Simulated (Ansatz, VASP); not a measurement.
# CdTe: VASP beside Ansatz

The input INCAR:

```
  PREC = Accurate
  ENCUT = 520
  EDIFF = 1E-7
  ISMEAR = -1
  SIGMA = 0.05
  LREAL = False
  LASPH = True
  NELM = 60
  ALGO = Normal
  ISIF = 2
  LWAVE = False
  LCHARG = False
  GGA = PS
  NBANDS = 16
```

Contents of KPOINTS:

```
regular mesh
0
Gamma
  13 13 13
```

Contents of POSCAR:

```
CdTe
1.0
    3.2857982058      0.0000000000      0.0000000000
    0.0000000000      3.2857982058      0.0000000000
    0.0000000000      0.0000000000      3.2857982058
Cd Te
1 1
Direct
    0.0000000000      0.0000000000      0.0000000000
    0.5000000000      0.5000000000      0.5000000000
```

Input for Ansatz:

```yaml
crystal:
  lattice:
    - [3.2857982058, 0.0, 0.0]
    - [0.0, 3.2857982058, 0.0]
    - [0.0, 0.0, 3.2857982058]
  atoms:
    - { symbol: Cd, position: [0.0, 0.0, 0.0] }
    - { symbol: Te, position: [0.5, 0.5, 0.5] }
kpoints:
  mp_grid: { grid: [13, 13, 13] }
scf:
  occupations: { method: fermi_dirac, width: 0.05 }
hamiltonian:
  xc: pbesol
  pseudopotentials: { kind: paw }
output:
  forces: true
  stress: true
  eigenvalues: true
  populations: true
```

Change from the starting cell: volume scaled by 0.7, PAW files.

Alike in both runs: task single point; functional PBEsol; k mesh 13 × 13 × 13; occupations fermi-dirac, width 0.05 eV; no spin polarisation.

```csv
,VASP,Ansatz
version,VASP 6.6.1,Ansatz 0.2.0
potentials or method,"VASP PAW PBE potentials, release 64 (Cd, Te)","PAW with Ansatz's default frozen-core files, scalar-relativistic"
plane-wave cutoff (eV),520,420
valence electrons in the cell,18,36
```

|  | VASP | Ansatz | Ansatz less VASP |
| --- | --- | --- | --- |
| pressure (GPa) | 49.2 | 47.9 | -1.26 |

VASP's potentials were made for PBE, not for PBEsol. Both programs put the cell under a high pressure, so it lies far from rest at this level. VASP's potentials hold 18 valence electrons a cell and Ansatz's 36, so a difference there can come from the potentials and not from the codes.

Neither program's run includes spin-orbit coupling.
